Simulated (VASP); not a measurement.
A run of VASP 6.6.1 is set up as follows.

Contents of INCAR:

```
SYSTEM = Be
PREC     = Accurate       ! precision mode
ENCUT    = 520            ! plane-wave cutoff, eV
EDIFF    = 1E-6           ! SCF threshold, eV
ISMEAR   = 0              ! smearing method
SIGMA    = 0.15           ! smearing width, eV
LREAL    = .FALSE.        ! projectors in reciprocal space
LASPH    = .TRUE.         ! aspherical terms in the spheres
NELM     = 80             ! most SCF steps
ALGO     = Normal         ! electronic algorithm
ISIF     = 2              ! what is computed and relaxed
LWAVE    = .FALSE.        ! write WAVECAR
LCHARG   = .FALSE.        ! write CHGCAR
GGA      = PE             ! functional
NBANDS   = 9              ! bands
```

The input KPOINTS:

```
Automatic mesh
0
G
  24 24 14
  0 0 0
```

File POSCAR:

```
Be
1.0
    2.2420144353      0.0000000000      0.0000000000
   -1.1210072177      1.9416414566      0.0000000000
    0.0000000000      0.0000000000      3.4208550000
Be
2
Direct
    0.3333333333      0.6666666667      0.2500000000
    0.6666666667      0.3333333333      0.7500000000
```

Potentials or basis: VASP PAW PBE potentials, release 64 (Be).

The run is started by

```bash
$ cat potpaw_PBE.64/Be/POTCAR > POTCAR
$ mpirun -np 1 vasp_std > vasp.out
```

**Question.** Estimate the band gap on the k mesh.

**Answer.** Zero (band 2 reaches 8.51 eV, above the bottom of band 3 at 6.23 eV).

**Question.** What does it give for the pressure?

**Answer.** 8.9 GPa.

Stress tensor (GPa, compression positive):
```
 4.69  0.00  0.00
 0.00  4.69  0.00
 0.00  0.00 17.45
```

Caveat: the cell differs from its parent crystal (strain -0.025 along x and y, -0.050 along z).
